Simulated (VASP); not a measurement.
# Mg4H in VASP: a series of runs

Mg4H is run at these levels: PBE; tasks: single point.

Program: VASP 6.6.1. These are calculated values, not measurements. Logs are shortened: lines on timing, memory, paths and dates and some standing lists are left out, and cuts for length are marked.

## Step 1: The cell of the first run

The cell holds a slab with vacuum, 10 atoms: a = 6.420 Å, b = 5.138 Å, c = 21.664 Å, α = 90.00°, β = 90.00°, γ = 90.00°.

## Step 2: Single point, PBE

The input, INCAR:

```
  ALGO = Normal
  DIPOL = 0.5 0.5 0.300
  EDIFF = 1E-6
  ENCUT = 520
  GGA = PE
  IDIPOL = 3
  ISIF = 2
  ISMEAR = 0
  LASPH = True
  LCHARG = False
  LDIPOL = True
  LREAL = False
  LWAVE = False
  NBANDS = 20
  NELM = 60
  PREC = Accurate
  SIGMA = 0.1
```

The input, KPOINTS:

```
k-points
0
Gamma
  4 5 1
```

The input, POSCAR:

```
Mg4H
1.0
    6.4201385733      0.0000000000      0.0000000000
    0.0000000000      5.1379129567      0.0000000000
    0.0000000000      0.0000000000     21.6644777330
Mg H
8 2
Direct
    0.0000000000      0.7500000000      0.1846340378
    0.5000000000      0.7500000000      0.1846340378
    0.2500000000      0.2500000000      0.2274076137
    0.7500000000      0.2500000000      0.2274076137
    0.2500000000      0.7500000000      0.3173234500
    0.7500000000      0.7500000000      0.3173234500
    0.0000000000      0.2500000000      0.3537808678
    0.5000000000      0.2500000000      0.3537808678
    0.6784283361      0.0833333333      0.4188643661
    0.8215716639      0.0833333333      0.4188643661
```

Potentials or basis: VASP PAW PBE potentials, release 64 (Mg, H).

Run with:

```bash
cat potpaw_PBE.64/Mg/POTCAR potpaw_PBE.64/H/POTCAR > POTCAR
mpirun -np 1 vasp_std > vasp.out
```

OUTCAR:

```text
EDIFF = 1E-6
   ENCUT = 520
   GGA = PE
   ISIF = 2
   ISMEAR = 0
   LASPH = True
   LREAL = False
   NELM = 60
   PREC = Accurate

 ion  position               nearest neighbor table
   1  0.000  0.750  0.185-   3 3.17   4 3.17   3 3.17   4 3.17   2 3.21   2 3.21   6 3.29   5 3.29

   2  0.500  0.750  0.185-   3 3.17   4 3.17   3 3.17   4 3.17   1 3.21   1 3.21   6 3.29   5 3.29

   3  0.250  0.250  0.227-   1 3.17   2 3.17   1 3.17   2 3.17   7 3.17   8 3.17   4 3.21   4 3.21
                             5 3.22   5 3.22
   4  0.750  0.250  0.227-   1 3.17   2 3.17   1 3.17   2 3.17   7 3.17   8 3.17   3 3.21   3 3.21
                             6 3.22   6 3.22
   5  0.250  0.750  0.317-   7 3.13   8 3.13   7 3.13   8 3.13   6 3.21   6 3.21   3 3.22   3 3.22
                             1 3.29   2 3.29
   6  0.750  0.750  0.317-   7 3.13   8 3.13   7 3.13   8 3.13   5 3.21   5 3.21   4 3.22   4 3.22
                             1 3.29   2 3.29
   7  0.000  0.250  0.354-  10 2.01   6 3.13   5 3.13   5 3.13   6 3.13   4 3.17   3 3.17   8 3.21
                             8 3.21
   8  0.500  0.250  0.354-   9 2.01   6 3.13   5 3.13   5 3.13   6 3.13   4 3.17   3 3.17   7 3.21
                             7 3.21
   9  0.678  0.083  0.419-   8 2.01
  10  0.822  0.083  0.419-   7 2.01

  LATTYP: Found a simple orthorhombic cell.
 ALAT       =     5.1379129567
 B/A-ratio  =     1.2495615686
 C/A-ratio  =     4.2165910391

  Lattice vectors:

 A1 = (   0.0000000000,  -5.1379129567,   0.0000000000)
 A2 = (   6.4201385733,   0.0000000000,   0.0000000000)
 A3 = (   0.0000000000,   0.0000000000,  21.6644777330)

Analysis of symmetry for initial positions (statically):
=====================================================================
 Subroutine PRICEL returns:
 Original cell was already a primitive cell.

 Routine SETGRP: Setting up the symmetry group for a
 simple orthorhombic supercell.

 Subroutine GETGRP returns: Found  2 space group operations
 (whereof  1 operations were pure point group operations)
 out of a pool of  8 trial point group operations.

The static configuration has the point symmetry C_1 .
 The point group associated with its full space group is C_1h.

Analysis of symmetry for dynamics (positions and initial velocities):
=====================================================================
 Subroutine PRICEL returns:
 Original cell was already a primitive cell.

 Routine SETGRP: Setting up the symmetry group for a
 simple orthorhombic supercell.

 Subroutine GETGRP returns: Found  2 space group operations
 (whereof  1 operations were pure point group operations)
 out of a pool of  8 trial point group operations.

The dynamic configuration has the point symmetry C_1 .
 The point group associated with its full space group is C_1h.

 Subroutine INISYM returns: Found  2 space group operations
 (whereof  1 operations are pure point group operations),
 and found     1 'primitive' translations

----------------------------------------------------------------------------------------

                                     Primitive cell

  volume of cell :     714.6269

  direct lattice vectors                    reciprocal lattice vectors
     6.420138573  0.000000000  0.000000000     0.155759878  0.000000000  0.000000000
     0.000000000  5.137912957  0.000000000     0.000000000  0.194631557  0.000000000
     0.000000000  0.000000000 21.664477733     0.000000000  0.000000000  0.046158509

  length of vectors
     6.420138573  5.137912957 21.664477733     0.155759878  0.194631557  0.046158509

  position of ions in fractional coordinates (direct lattice)
     0.000000000  0.750000000  0.184634038
     0.500000000  0.750000000  0.184634038
     0.250000000  0.250000000  0.227407614
     0.750000000  0.250000000  0.227407614
     0.250000000  0.750000000  0.317323450
     0.750000000  0.750000000  0.317323450
     0.000000000  0.250000000  0.353780868
     0.500000000  0.250000000  0.353780868
     0.678428336  0.083333333  0.418864366
     0.821571664  0.083333333  0.418864366

  ion indices of the primitive-cell ions
   primitive index   ion index
                 1           1
                 2           2
                 3           3
                 4           4
                 5           5
                 6           6
                 7           7
                 8           8
                 9           9
                10          10

----------------------------------------------------------------------------------------

 KPOINTS: k-points

Automatic generation of k-mesh.
 Grid dimensions read from file:
 generate k-points for:    4    5    1

 Generating k-lattice:

  Cartesian coordinates                     Fractional coordinates (reciprocal lattice)
     0.038939969  0.000000000  0.000000000     0.250000000  0.000000000  0.000000000
     0.000000000  0.038926311  0.000000000     0.000000000  0.200000000  0.000000000
     0.000000000  0.000000000  0.046158509     0.000000000  0.000000000  1.000000000

  Length of vectors
     0.038939969  0.038926311  0.046158509

  Shift w.r.t. Gamma in fractional coordinates (k-lattice)
     0.000000000  0.000000000  0.000000000

 Subroutine IBZKPT returns following result:
 ===========================================

 Found      9 irreducible k-points:

 Following reciprocal coordinates:
            Coordinates               Weight
  0.000000  0.000000  0.000000      1.000000
  0.250000  0.000000  0.000000      2.000000
  0.500000  0.000000  0.000000      1.000000
  0.000000  0.200000  0.000000      2.000000
  0.250000  0.200000  0.000000      4.000000
  0.500000  0.200000  0.000000      2.000000
  0.000000  0.400000  0.000000      2.000000
  0.250000  0.400000  0.000000      4.000000
  0.500000  0.400000  0.000000      2.000000
   k-points           NKPTS =      9   k-points in BZ     NKDIM =      9   number of bands    NBANDS=     20
   number of dos      NEDOS =    301   number of ions     NIONS =     10
   total plane-waves  NPLWV = 311040
   dimension x,y,z NGX =    48 NGY =   40 NGZ =  162
   dimension x,y,z NGXF=    96 NGYF=   80 NGZF=  324
   ions per type =               8   2
   NGX,Y,Z   is equivalent  to a cutoff of  12.43, 12.94, 12.43 a.u.
   NGXF,Y,Z  is equivalent  to a cutoff of  24.86, 25.89, 24.86 a.u.
 SYSTEM =  unknown system
   PREC   = accura    normal or accurate (medium, high low for compatibility)
   ISTART =      0    job   : 0-new  1-cont  2-samecut
   ICHARG =      2    charge: 1-file 2-atom 10-const
   ISPIN  =      1    spin polarized calculation?
   LNONCOLLINEAR =      F non collinear calculations
   LSORBIT =      F    spin-orbit coupling
   LASPH  =      T    aspherical Exc in radial PAW
   ENCUT  =  520.0 eV  38.22 Ry    6.18 a.u.  11.94  9.55 40.28*2*pi/ulx,y,z
   NELM   =     60;   NELMIN=  2; NELMDL= -5     # of ELM steps
   EDIFF  = 0.1E-05   stopping-criterion for ELM
   LREAL  =      F    real-space projection
   EDIFFG = 0.1E-04   stopping-criterion for IOM
   NSW    =      0    number of steps for IOM
   IBRION =     -1    ionic relax: 0-MD 1-quasi-New 2-CG
   NFREE  =      0    steps in history (QN), initial steepest desc. (CG)
   ISIF   =      2    stress and relaxation
   ISYM   =      2    0-nonsym 1-usesym 2-fastsym
   POTIM  = 0.5000    time-step for ionic-motion
   TEBEG  =    0.0;   TEEND  =   0.0 temperature during run
   PSTRESS=    0.0 pullay stress
   NELECT =      18.0000    total number of electrons
   NUPDOWN=      -1.0000    fix difference up-down
   EMIN   =  10.00;   EMAX   =-10.00  energy-range for DOS
   EFERMI =   0.00;   METHOD = LEGACY
   ISMEAR =     0;   SIGMA  =   0.10  broadening in eV -4-tet -1-fermi 0-gaus
   EFERMI_NEDOS =   21; number of points for ismear=-14 and -15
   IALGO  =     38    algorithm
   IMIX   =      4    mixing-type and parameters
     AMIX     =   0.40;   BMIX     =  1.00
     AMIX_MAG =   1.60;   BMIX_MAG =  1.00
  volume/ion in A,a.u.               =      71.46       482.25
  Fermi-wavevector in a.u.,A,eV,Ry     =   0.479887  0.906855  3.133310  0.230292
  Thomas-Fermi vector in A             =   1.477146
   LORBIT       =      0    0 simple, 1 ext, 2 COOP (PROOUT), +10 PAW based schemes
   GGA     = PE    functional components
   LHFCALC =     F    Hartree Fock is set to
   AEXX    =    0.0000 exact exchange contribution
   IVDW    =     0    specifies the selected vdW correction
   LEPSILON=     F    determine dielectric tensor
   LRPA    =     F    only Hartree local field effects (RPA)
 non-spin polarized calculation
 Gauss-broadening in eV      SIGMA  =   0.10
  energy-cutoff  :      520.00
  volume of cell :      714.63
 maximum number of plane-waves:     19292
 NGX is ok and might be reduce to    48
   NGX = 23   NGY = 19   NGZ = 81

 dipolmoment           0.000000      0.000000     -0.090044 electrons x Angstroem

 number of electron      17.9999999 magnetization

 dipolmoment           0.000000      0.000000      0.011785 electrons x Angstroem

 Free energy of the ion-electron system (eV)
  ---------------------------------------------------
  ext. energy  EPLUGINS =         0.00000000
  ---------------------------------------------------
  free energy    TOTEN  =       -15.24302350 eV

  energy without entropy =      -15.20945349  energy(sigma->0) =      -15.22623849

 E-fermi :  -1.9139     XC(G=0):  -3.1032

 val. band max:       -1.9566776072   @ k =   0.2500   0.2000   0.0000
 cond. band min:      -1.9051678071   @ k =   0.5000   0.0000   0.0000
 fundamental gap:      0.0515098001
 Fermi energy:        -1.9138561868

 k-point     1 :       0.0000    0.0000    0.0000
  band No.  band energies     occupation
      1     -10.1515      2.00000
      2      -7.7920      2.00000
      3      -5.5318      2.00000
      4      -4.4160      2.00000
      5      -4.3820      2.00000
      6      -2.8257      2.00000
[... 196 lines left out ...]
     19       2.1530      0.00000
     20       2.2472      0.00000

------------------------ aborting loop because EDIFF is reached ----------------------------------------

 vacuum level on the upper side and lower side of the slab       (xc-potential included)         0.010        -0.049

  FORCE on cell =-STRESS in cart. coord.  units (eV):
  Direction    XX          YY          ZZ          XY          YZ          ZX
  --------------------------------------------------------------------------------------
  -------------------------------------------------------------------------------------
  Total       -2.4965032     -1.1760917      0.3158084      0.0000000     -0.5827166      0.0000000
  in kB       -5.5971036     -2.6367709      0.7080353      0.0000000     -1.3064375      0.0000000
  external PRESSURE =      -2.5086131 kB  Pullay stress =       0.0000000 kB

 VOLUME and BASIS-vectors are now :
 -----------------------------------------------------------------------------
  energy-cutoff  :      520.00
  volume of cell :      714.63
      direct lattice vectors                 reciprocal lattice vectors
     6.420138573  0.000000000  0.000000000     0.155759878  0.000000000  0.000000000
     0.000000000  5.137912957  0.000000000     0.000000000  0.194631557  0.000000000
     0.000000000  0.000000000 21.664477733     0.000000000  0.000000000  0.046158509

 POSITION                                       TOTAL-FORCE (eV/Angst)
 -----------------------------------------------------------------------------------
      0.00000      3.85343      4.00000         0.124524      0.013110      0.186889
      3.21007      3.85343      4.00000        -0.124524      0.013110      0.186889
      1.60503      1.28448      4.92667         0.000000      0.037650     -0.195368
      4.81510      1.28448      4.92667         0.000000     -0.048409      0.006793
      1.60503      3.85343      6.87465         0.000000      0.042492      0.034988
      4.81510      3.85343      6.87465         0.000000     -0.139051     -0.179979
      0.00000      1.28448      7.66448         0.416682      0.250491     -0.402559
      3.21007      1.28448      7.66448        -0.416682      0.250491     -0.402559
      4.35560      0.42816      9.07448         1.502050     -0.209941      0.382453
      5.27460      0.42816      9.07448        -1.502050     -0.209941      0.382453
 -----------------------------------------------------------------------------------
    total drift:                               -0.000000      0.000036     -0.000213

  FREE ENERGIE OF THE ION-ELECTRON SYSTEM (eV)
  ---------------------------------------------------
  free  energy   TOTEN  =       -15.2430234959 eV

  energy  without entropy=      -15.2094534927  energy(sigma->0) =      -15.22623849

 vacuum level on the upper side and lower side of the slab         1.732         1.667
```

Run time: 2.9 min. Hardware: 1 thread of Intel Xeon 6975P-C (Granite Rapids), shared host; peak memory 0.65 GiB.

Results:

* Free energy: -15.2430 eV
* Largest force: 1.564 eV/Å
* Band gap on the k mesh: zero (band 9 reaches -1.44 eV, above the bottom of band 10 at -2.00 eV)

Forces on the atoms (eV/Å):
```
Mg   0.125  0.013  0.187
Mg  -0.125  0.013  0.187
Mg   0.000  0.038 -0.195
Mg   0.000 -0.048  0.007
Mg   0.000  0.042  0.035
Mg   0.000 -0.139 -0.180
Mg   0.417  0.250 -0.403
Mg  -0.417  0.250 -0.403
H    1.502 -0.210  0.382
H   -1.502 -0.210  0.382
```

Levels at points of the mesh, in eV from the Fermi level:
| k point | band 7 | band 8 | band 9 | band 10 | band 11 | band 12 |
| --- | --- | --- | --- | --- | --- | --- |
| (0.00, 0.00, 0.00) | -0.77 | -0.69 | -0.24 | -0.09 | 1.09 | 1.31 |
| (0.50, 0.00, 0.00) | -0.04 | 0.01 | 0.48 | 0.70 | 0.75 | 1.27 |

(Part 1 of 2 ends here.)
